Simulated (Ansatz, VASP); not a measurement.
**Two plane-wave programs on Cu**

```xyz
2
Lattice="0.0000 2.7104 2.7104 2.7104 0.0000 2.7104 2.7104 2.7104 0.0000" Properties=species:S:1:pos:R:3 pbc="T T T"
Cu    0.6776    0.6776    0.6776
Cu    4.7432    4.7432    4.7432
```

Alike in both runs: task single point; functional PBE; k mesh 12 × 12 × 12; occupations fermi-dirac, width 0.1 eV; no spin polarisation.

```csv
,VASP,Ansatz
version,VASP 6.6.1,Ansatz 0.2.0
potentials or method,"VASP PAW PBE potentials, release 64 (Cu), cutoff 520 eV","plane waves (420 eV) with PAW, scalar-relativistic"
valence electrons in the cell,22,38
```

```tsv
	VASP	Ansatz	Ansatz less VASP
pressure (GPa)	-1.6	-1.9	-0.26
```

With one functional, cell and mesh, what is left measures potentials, basis and numerics. VASP's potentials hold 22 valence electrons a cell and Ansatz's 38, so a difference there can come from the potentials and not from the codes.
